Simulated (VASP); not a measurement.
# PtSe2 (C2/m) in VASP: a series of runs

The runs below take PtSe2 through single point, with PBE+D3(BJ).

All numbers are computed with VASP 6.6.1; they aren't measurements. Logs are shortened: lines on timing, memory, paths and dates and some standing lists are left out, and cuts for length are marked.

## (1) The cell of the first run

The structure is monoclinic, space group C2/m (No. 12). The conventional cell has a = 6.450 Å, b = 3.724 Å, c = 5.062 Å, α = 90.00°, β = 90.00°, γ = 90.00°. Within 3.2 Å of Pt (site symmetry 2/m) lie 6 Se at 2.42 to 2.53 Å. Within 3.2 Å of Se (site symmetry m) lie 3 Pt at 2.42 to 2.53 Å.

## (2) Single point, PBE+D3(BJ) (mode 4 (178.8 1/cm) frozen in, largest displacement -0.090 Å)

INCAR reads:

```
PREC     = Accurate       # precision mode
ENCUT    = 520            # plane-wave cutoff, eV
EDIFF    = 1E-7           # SCF threshold, eV
ISMEAR   = 0              # smearing method
SIGMA    = 0.15           # smearing width, eV
LREAL    = False          # projectors in reciprocal space
LASPH    = True           # aspherical terms in the spheres
NELM     = 60             # most SCF steps
ALGO     = Normal         # electronic algorithm
ISIF     = 2              # what is computed and relaxed
LWAVE    = False          # write WAVECAR
LCHARG   = False          # write CHGCAR
GGA      = PE             # functional
IVDW     = 12             # dispersion correction
NBANDS   = 18             # bands
```

KPOINTS reads:

```
regular mesh
0
Gamma
  12 12 10
```

POSCAR reads:

```
PtSe2
1.0
    3.7240006046      0.0000000000      0.0000000000
   -1.8620003023      3.2250791273      0.0000000000
    0.0000000000      0.0000000000      5.0620000000
Pt Se
1 2
Direct
    0.0000000000      0.0000000000      0.0000000000
    0.3193801873      0.6387603746      0.2500000000
    0.6806198127      0.3612396254      0.7500000000
```

Potentials or basis: VASP PAW PBE potentials, release 64 (Pt, Se).

Run with:

```bash
$ cat potpaw_PBE.64/Pt/POTCAR potpaw_PBE.64/Se/POTCAR > POTCAR
$ mpirun -np 1 vasp_std > vasp.out
```

OUTCAR:

```text
PREC = Accurate
   ENCUT = 520
   EDIFF = 1E-7
   ISMEAR = 0
   LREAL = False
   LASPH = True
   NELM = 60
   ISIF = 2
   GGA = PE
   IVDW = 12
 IVDW          = 12

 ion  position               nearest neighbor table
   1  0.000  0.000  0.000-   2 2.42   3 2.42   2 2.53   3 2.53   3 2.53   2 2.53
   2  0.319  0.639  0.250-   1 2.42   1 2.53   1 2.53
   3  0.681  0.361  0.750-   1 2.42   1 2.53   1 2.53

  LATTYP: Found a hexagonal cell.
 ALAT       =     3.7240006046
 C/A-ratio  =     1.3592908642

  Lattice vectors:

 A1 = (   3.7240006046,   0.0000000000,   0.0000000000)
 A2 = (  -1.8620003023,   3.2250791273,   0.0000000000)
 A3 = (   0.0000000000,   0.0000000000,   5.0620000000)

Analysis of symmetry for initial positions (statically):
=====================================================================
 Subroutine PRICEL returns:
 Original cell was already a primitive cell.

 Routine SETGRP: Setting up the symmetry group for a
 hexagonal supercell.

 Subroutine GETGRP returns: Found  4 space group operations
 (whereof  4 operations were pure point group operations)
 out of a pool of 24 trial point group operations.

The static configuration has the point symmetry C_2h.

Analysis of symmetry for dynamics (positions and initial velocities):
=====================================================================
 Subroutine PRICEL returns:
 Original cell was already a primitive cell.

 Routine SETGRP: Setting up the symmetry group for a
 hexagonal supercell.

 Subroutine GETGRP returns: Found  4 space group operations
 (whereof  4 operations were pure point group operations)
 out of a pool of 24 trial point group operations.

The dynamic configuration has the point symmetry C_2h.

 Subroutine INISYM returns: Found  4 space group operations
 (whereof  4 operations are pure point group operations),
 and found     1 'primitive' translations

----------------------------------------------------------------------------------------

                                     Primitive cell

  volume of cell :      60.7956

  direct lattice vectors                    reciprocal lattice vectors
     3.724000605  0.000000000  0.000000000     0.268528420  0.155034956  0.000000000
    -1.862000302  3.225079127  0.000000000     0.000000000  0.310069912  0.000000000
     0.000000000  0.000000000  5.062000000     0.000000000  0.000000000  0.197550375

  length of vectors
     3.724000605  3.724000605  5.062000000     0.310069912  0.310069912  0.197550375

[... 81 lines left out ...]
   NELM   =     60;   NELMIN=  2; NELMDL= -5     # of ELM steps
   EDIFF  = 0.1E-06   stopping-criterion for ELM
   LREAL  =      F    real-space projection
   EDIFFG = 0.1E-05   stopping-criterion for IOM
   NSW    =      0    number of steps for IOM
   IBRION =     -1    ionic relax: 0-MD 1-quasi-New 2-CG
   NFREE  =      0    steps in history (QN), initial steepest desc. (CG)
   ISIF   =      2    stress and relaxation
   ISYM   =      2    0-nonsym 1-usesym 2-fastsym
   POTIM  = 0.5000    time-step for ionic-motion
   TEBEG  =    0.0;   TEEND  =   0.0 temperature during run
   PSTRESS=    0.0 pullay stress
   NELECT =      22.0000    total number of electrons
   NUPDOWN=      -1.0000    fix difference up-down
   EMIN   =  10.00;   EMAX   =-10.00  energy-range for DOS
   EFERMI =   0.00;   METHOD = LEGACY
   ISMEAR =     0;   SIGMA  =   0.15  broadening in eV -4-tet -1-fermi 0-gaus
   EFERMI_NEDOS =   21; number of points for ismear=-14 and -15
   IALGO  =     38    algorithm
   IMIX   =      4    mixing-type and parameters
     AMIX     =   0.40;   BMIX     =  1.00
     AMIX_MAG =   1.60;   BMIX_MAG =  1.00
  volume/ion in A,a.u.               =      20.27       136.76
  Fermi-wavevector in a.u.,A,eV,Ry     =   1.166608  2.204570 18.517180  1.360974
  Thomas-Fermi vector in A             =   2.303119
   LORBIT       =      0    0 simple, 1 ext, 2 COOP (PROOUT), +10 PAW based schemes
   GGA     = PE    functional components
   LHFCALC =     F    Hartree Fock is set to
   AEXX    =    0.0000 exact exchange contribution
   IVDW    =    12    specifies the selected vdW correction
   LEPSILON=     F    determine dielectric tensor
   LRPA    =     F    only Hartree local field effects (RPA)
 non-spin polarized calculation
 Gauss-broadening in eV      SIGMA  =   0.15
  energy-cutoff  :      520.00
  volume of cell :       60.80
 maximum number of plane-waves:      1654
   NGX = 13   NGY = 13   NGZ = 19

 number of electron      22.0000001 magnetization

 Free energy of the ion-electron system (eV)
  ---------------------------------------------------
  ext. energy  EPLUGINS =         0.00000000
  ---------------------------------------------------
  free energy    TOTEN  =       -14.10842837 eV

  energy without entropy =      -14.10086453  energy(sigma->0) =      -14.10464645

 E-fermi :   6.5356     XC(G=0): -10.6308

 val. band max:        6.5302116626   @ k =   0.0833   0.0833   0.0000
 cond. band min:       6.5408148422   @ k =   0.0833   0.0000   0.1000
 fundamental gap:      0.0106031796
 Fermi energy:         6.5356004882

 k-point     1 :       0.0000    0.0000    0.0000
  band No.  band energies     occupation
      1      -9.2039      2.00000
      2      -6.3578      2.00000
      3      -0.7071      2.00000
      4      -0.0352      2.00000
      5       0.1265      2.00000
      6       2.4728      2.00000
[... 481 lines left out ...]
      5       0.9329      2.00000
      6       1.3653      2.00000
[... 10 lines left out ...]
     17      15.1341      0.00000
     18      15.7142      0.00000

 [... further k-points ...]

------------------------ aborting loop because EDIFF is reached ----------------------------------------

 Edisp (eV)   -1.43098

 E8    (eV) :    -0.6140

  FORCE on cell =-STRESS in cart. coord.  units (eV):
  Direction    XX          YY          ZZ          XY          YZ          ZX
  --------------------------------------------------------------------------------------
  -------------------------------------------------------------------------------------
  Total       0.66334     3.02334     1.07050     0.00000     2.10479     0.00000
  in kB      17.48137    79.67561    28.21149     0.00000    55.46857     0.00000
  external pressure =       41.79 kB  Pullay stress =        0.00 kB

 VOLUME and BASIS-vectors are now :
 -----------------------------------------------------------------------------
  energy-cutoff  :      520.00
  volume of cell :       60.80
      direct lattice vectors                 reciprocal lattice vectors
     3.724000605  0.000000000  0.000000000     0.268528420  0.155034956  0.000000000
    -1.862000302  3.225079127  0.000000000     0.000000000  0.310069912  0.000000000
     0.000000000  0.000000000  5.062000000     0.000000000  0.000000000  0.197550375

 POSITION                                       TOTAL-FORCE (eV/Angst)
 -----------------------------------------------------------------------------------
      0.00000      0.00000      0.00000         0.000000      0.000000      0.000000
      0.00000      2.06005      1.26550         0.000000      0.927386      0.734385
      1.86200      1.16503      3.79650        -0.000000     -0.927386     -0.734385
 -----------------------------------------------------------------------------------
    total drift:                               -0.000000      0.000000     -0.000000

  FREE ENERGIE OF THE ION-ELECTRON SYSTEM (eV)
  ---------------------------------------------------
  free  energy   TOTEN  =       -15.5394065257 eV

  energy  without entropy=      -15.5318426942  energy(sigma->0) =      -15.53562461
```

stdout:

```text
POSCAR found type information on POSCAR PtSe
 POSCAR found :  2 types and       3 ions
 scaLAPACK will be used
 LDA part: xc-table for (Slater+PW92), standard interpolation
 POSCAR, INCAR and KPOINTS ok, starting setup
 FFT: planning ... GRIDC
 FFT: planning ... GRID_SOFT
 FFT: planning ... GRID
 WAVECAR not read
 entering main loop
```

Wall time 8 min (1 thread of AMD EPYC 7R43 (Zen 3), shared host); peak memory 0.49 GiB.

What came out:

```
Free energy                : -15.5394 eV
Pressure                   : 4.2 GPa
Largest force              : 1.183 eV/Å
Band gap on the k mesh     : zero (band 11 reaches 6.95 eV, above the bottom of band 12 at 6.48 eV)
Dispersion energy per atom : -0.477 eV
```

Forces in eV/Å, atoms in the order of the input:
```
Pt   0.000  0.000  0.000
Se   0.000  0.927  0.734
Se   0.000 -0.927 -0.734
```

Caveat: the cell differs from its parent crystal (mode 4 (178.8 1/cm) frozen in, largest displacement -0.090 Å); spin-orbit coupling is left out, which moves the levels of the heavy elements; pairwise dispersion overbinds metals, which lowers pressure and volume; forces of over 1 eV/Å act on the atoms, so gaps and moduli don't describe the material at rest.

## (3) Single point, PBE+D3(BJ) (mode 4 (178.8 1/cm) frozen in, largest displacement +0.060 Å)

INCAR reads:

```
SYSTEM = PtSe2
PREC = Accurate
ENCUT = 520
EDIFF = 1E-6
ISMEAR = 0
SIGMA = 0.15
LREAL = .FALSE.
LASPH = .TRUE.
NELM = 80
ALGO = Normal
ISIF = 2
LWAVE = .FALSE.
LCHARG = .FALSE.
GGA = PE
IVDW = 12
NBANDS = 18
```

KPOINTS reads:

```
Automatic mesh
0
G
  12 12 10
  0 0 0
```

POSCAR reads:

```
PtSe2
1.0
    3.7240006046      0.0000000000      0.0000000000
   -1.8620003023      3.2250791273      0.0000000000
    0.0000000000      0.0000000000      5.0620000000
Pt Se
1 2
Direct
    0.0000000000      0.0000000000      0.0000000000
    0.3426354307      0.6852708614      0.2500000000
    0.6573645693      0.3147291386      0.7500000000
```

Potentials or basis: VASP PAW PBE potentials, release 64 (Pt, Se).

Run with:

```bash
$ cat potpaw_PBE.64/Pt/POTCAR potpaw_PBE.64/Se/POTCAR > POTCAR
$ mpirun -np 1 vasp_std > vasp.out
```

OUTCAR:

```text
SYSTEM = PtSe2
   PREC = Accurate
   ENCUT = 520
   EDIFF = 1E-6
   ISMEAR = 0
   LREAL = .FALSE.
   LASPH = .TRUE.
   NELM = 80
   ISIF = 2
   GGA = PE
   IVDW = 12
 IVDW          = 12

 ion  position               nearest neighbor table
   1  0.000  0.000  0.000-   3 2.47   2 2.47   3 2.47   2 2.47   3 2.55   2 2.55
   2  0.343  0.685  0.250-   1 2.47   1 2.47   1 2.55
   3  0.657  0.315  0.750-   1 2.47   1 2.47   1 2.55

  LATTYP: Found a hexagonal cell.
 ALAT       =     3.7240006046
 C/A-ratio  =     1.3592908642

  Lattice vectors:

 A1 = (   3.7240006046,   0.0000000000,   0.0000000000)
 A2 = (  -1.8620003023,   3.2250791273,   0.0000000000)
 A3 = (   0.0000000000,   0.0000000000,   5.0620000000)

Analysis of symmetry for initial positions (statically):
=====================================================================
 Subroutine PRICEL returns:
 Original cell was already a primitive cell.

 Routine SETGRP: Setting up the symmetry group for a
 hexagonal supercell.

 Subroutine GETGRP returns: Found  4 space group operations
 (whereof  4 operations were pure point group operations)
 out of a pool of 24 trial point group operations.

The static configuration has the point symmetry C_2h.
[... 164 lines left out ...]

 val. band max:        6.5286701299   @ k =  -0.0833   0.3333   0.3000
 cond. band min:       6.5416476978   @ k =   0.0000  -0.0833   0.1000
 fundamental gap:      0.0129775679
 Fermi energy:         6.5393358746

 k-point     1 :       0.0000    0.0000    0.0000
  band No.  band energies     occupation
      1      -9.1912      2.00000
      2      -6.3568      2.00000
      3      -0.6842      2.00000
      4      -0.0237      2.00000
      5       0.1161      2.00000
      6       2.4753      2.00000
[... 481 lines left out ...]
      5       1.0856      2.00000
      6       1.4045      2.00000
[... 10 lines left out ...]
     17      14.8825      0.00000
     18      15.6578      0.00000

 [... further k-points ...]

------------------------ aborting loop because EDIFF is reached ----------------------------------------

 Edisp (eV)   -1.43095

 E8    (eV) :    -0.6140

  FORCE on cell =-STRESS in cart. coord.  units (eV):
  Direction    XX          YY          ZZ          XY          YZ          ZX
  --------------------------------------------------------------------------------------
  -------------------------------------------------------------------------------------
  Total       2.33046     1.05133     0.90033     0.00000    -1.15464     0.00000
  in kB      61.41587    27.70627    23.72689     0.00000   -30.42872     0.00000
  external pressure =       37.62 kB  Pullay stress =        0.00 kB

 VOLUME and BASIS-vectors are now :
 -----------------------------------------------------------------------------
  energy-cutoff  :      520.00
  volume of cell :       60.80
      direct lattice vectors                 reciprocal lattice vectors
     3.724000605  0.000000000  0.000000000     0.268528420  0.155034956  0.000000000
    -1.862000302  3.225079127  0.000000000     0.000000000  0.310069912  0.000000000
     0.000000000  0.000000000  5.062000000     0.000000000  0.000000000  0.197550375

 POSITION                                       TOTAL-FORCE (eV/Angst)
 -----------------------------------------------------------------------------------
      0.00000      0.00000      0.00000         0.000000      0.000000      0.000000
      0.00000      2.21005      1.26550        -0.000000     -0.513359      0.658624
      1.86200      1.01503      3.79650         0.000000      0.513359     -0.658624
 -----------------------------------------------------------------------------------
    total drift:                               -0.000000     -0.000000      0.000000

  FREE ENERGIE OF THE ION-ELECTRON SYSTEM (eV)
  ---------------------------------------------------
  free  energy   TOTEN  =       -15.5885039354 eV

  energy  without entropy=      -15.5814843816  energy(sigma->0) =      -15.58499416
```

stdout:

```text
POSCAR found type information on POSCAR PtSe
 POSCAR found :  2 types and       3 ions
 scaLAPACK will be used
 LDA part: xc-table for (Slater+PW92), standard interpolation
 POSCAR, INCAR and KPOINTS ok, starting setup
 FFT: planning ... GRIDC
 FFT: planning ... GRID_SOFT
 FFT: planning ... GRID
 WAVECAR not read
 entering main loop
```

It took 9.3 min on 1 thread of AMD EPYC 7R43 (Zen 3), shared host; peak memory 0.49 GiB.

Results:

| Property | Result |
| --- | --- |
| Free energy | -15.5885 eV |
| Pressure | 3.8 GPa |
| Largest force | 0.835 eV/Å |
| Band gap on the k mesh | zero (band 11 reaches 6.95 eV, above the bottom of band 12 at 6.49 eV) |
| Dispersion energy per atom | -0.477 eV |

Forces in eV/Å, atoms in the order of the input:
```
Pt   0.000  0.000  0.000
Se   0.000 -0.513  0.659
Se   0.000  0.513 -0.659
```

Levels at points of the mesh, in eV from the Fermi level:
```tsv
k point	band 8	band 9	band 10	band 11	band 12	band 13	band 14	band 15
(0.00, 0.00, 0.00)	-2.59	-1.26	-0.90	0.41	1.27	1.66	3.61	4.22
(0.50, 0.00, 0.00)	-3.58	-3.54	-3.45	-2.96	0.78	2.26	4.78	5.76
(0.00, 0.50, 0.00)	-3.54	-3.50	-3.34	-3.00	0.45	2.50	4.84	5.92
(0.00, 0.00, 0.50)	-2.96	-1.71	-1.56	-1.46	2.20	2.40	4.79	6.33
(0.50, 0.00, 0.50)	-3.55	-3.24	-2.87	-1.46	0.89	1.53	4.71	4.84
(0.00, 0.50, 0.50)	-3.46	-3.19	-2.87	-1.20	1.13	1.61	4.29	4.60
```

Caveat: the cell differs from its parent crystal (mode 4 (178.8 1/cm) frozen in, largest displacement +0.060 Å); spin-orbit coupling is left out, which moves the levels of the heavy elements; pairwise dispersion overbinds metals, which lowers pressure and volume.

## (4) Single point, PBE+D3(BJ) (mode 4 (178.8 1/cm) frozen in, largest displacement -0.030 Å)

INCAR reads:

```
ALGO = Normal ; EDIFF = 1E-7
ENCUT = 520 ; GGA = PE
ISIF = 2 ; ISMEAR = 0
IVDW = 12 ; LASPH = True
LCHARG = False ; LREAL = False
LWAVE = False ; NBANDS = 18
NELM = 60 ; PREC = Accurate
SIGMA = 0.15
```

KPOINTS reads:

```
k-points
0
Gamma
  12 12 10
```

POSCAR reads:

```
PtSe2
1.0
    3.7240006046      0.0000000000      0.0000000000
   -1.8620003023      3.2250791273      0.0000000000
    0.0000000000      0.0000000000      5.0620000000
Pt Se
1 2
Direct
    0.0000000000      0.0000000000      0.0000000000
    0.3286822847      0.6573645693      0.2500000000
    0.6713177153      0.3426354307      0.7500000000
```

Run with:

```bash
$ cat potpaw_PBE.64/Pt/POTCAR potpaw_PBE.64/Se/POTCAR > POTCAR
$ mpirun -np 1 vasp_std > vasp.out
```

Wall time 9.3 min (1 thread of AMD EPYC 7R43 (Zen 3), shared host); peak memory 0.49 GiB.

It converged, with:

* Free energy: -15.6116 eV
* Pressure: 3.5 GPa
* Largest force: 0.681 eV/Å
* Band gap on the k mesh: zero (band 11 reaches 6.94 eV, above the bottom of band 12 at 6.54 eV)
* Dispersion energy per atom: -0.477 eV

Forces in eV/Å, atoms in the order of the input:
```
Pt   0.000  0.000  0.000
Se   0.000  0.289  0.617
Se   0.000 -0.289 -0.617
```

Stress tensor (GPa, compression positive):
```
3.28 0.00 0.00
0.00 5.19 1.72
0.00 1.72 2.15
```

Levels at points of the mesh, in eV from the Fermi level:
| k point | band 7 | band 8 | band 9 | band 10 | band 11 | band 12 | band 13 | band 14 | band 15 | band 16 |
| --- | --- | --- | --- | --- | --- | --- | --- | --- | --- | --- |
| (0.00, 0.00, 0.00) | -4.03 | -2.60 | -1.17 | -0.99 | 0.39 | 1.36 | 1.55 | 3.60 | 4.21 | 7.15 |
| (0.50, 0.00, 0.00) | -3.70 | -3.55 | -3.53 | -3.41 | -2.99 | 0.60 | 2.37 | 4.80 | 5.84 | 7.17 |
| (0.00, 0.50, 0.00) | -3.78 | -3.57 | -3.55 | -3.49 | -2.98 | 0.77 | 2.28 | 4.73 | 5.78 | 6.95 |
| (0.00, 0.00, 0.50) | -4.06 | -2.97 | -1.72 | -1.54 | -1.49 | 2.25 | 2.34 | 4.79 | 6.32 | 6.73 |
| (0.50, 0.00, 0.50) | -3.55 | -3.53 | -3.23 | -2.87 | -1.34 | 1.01 | 1.55 | 4.49 | 4.72 | 7.13 |
| (0.00, 0.50, 0.50) | -3.60 | -3.56 | -3.27 | -2.87 | -1.49 | 0.92 | 1.47 | 4.70 | 4.86 | 7.20 |

Caveat: the cell differs from its parent crystal (mode 4 (178.8 1/cm) frozen in, largest displacement -0.030 Å); spin-orbit coupling is left out, which moves the levels of the heavy elements; pairwise dispersion overbinds metals, which lowers pressure and volume.
